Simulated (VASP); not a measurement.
# Ir: single point with PBEsol

Crystal: Ir.

```
CELL_PARAMETERS angstrom
-0.03839 1.90050 1.90050
1.90050 -0.03839 1.90050
1.90050 1.90050 -0.03839
ATOMIC_POSITIONS crystal
Ir 0.00000 0.00000 0.00000
```

This cell differs from its parent crystal: equal xy, yz and zx shear strains of -2 %.

```json
{"Program": "VASP 6.6.1", "Task": "single point", "Functional": "PBEsol", "Potentials or basis": "VASP PAW PBE potentials, release 64 (Ir)", "Cutoff": "520 eV", "k mesh": "18 × 18 × 18", "Occupations": "fermi-dirac, width 0.05 eV", "Spin": "no spin polarisation"}
```

The pressure is -1.2 GPa and the band gap on the k mesh is zero (an odd number of electrons rules out a gap without spin polarisation).

Stress tensor (GPa, compression positive):
```
-1.15  5.42  5.42
 5.42 -1.15  5.42
 5.42  5.42 -1.15
```

Levels at points of the mesh, in eV from the Fermi level:
```
           k point  band 1  band 2  band 3  band 4  band 5  band 6  band 7  band 8  band 9
(0.00, 0.00, 0.00)  -11.22   -4.10   -4.10   -3.61   -1.20   -1.20   14.28   19.55   19.55
(0.50, 0.00, 0.00)   -8.20   -4.28   -3.73   -0.94    0.68    0.99    7.07   13.91   19.52
(0.50, 0.50, 0.00)   -7.97   -7.40    0.82    1.43    1.50    1.63   10.45   11.26   12.03
(0.50, 0.50, 0.50)   -8.10   -4.10   -4.10   -0.53    0.98    0.98    7.67   13.57   19.32
```

It took 77 s on 1 thread of Intel Xeon 8259CL, with other jobs on the host, peak memory 0.2 GiB.

Caveat: the cell differs from its parent crystal (equal xy, yz and zx shear strains of -2 %); the PAW data sets were made with another functional, which shifts forces and pressure a little; spin-orbit coupling is left out, which moves the levels of the heavy elements.
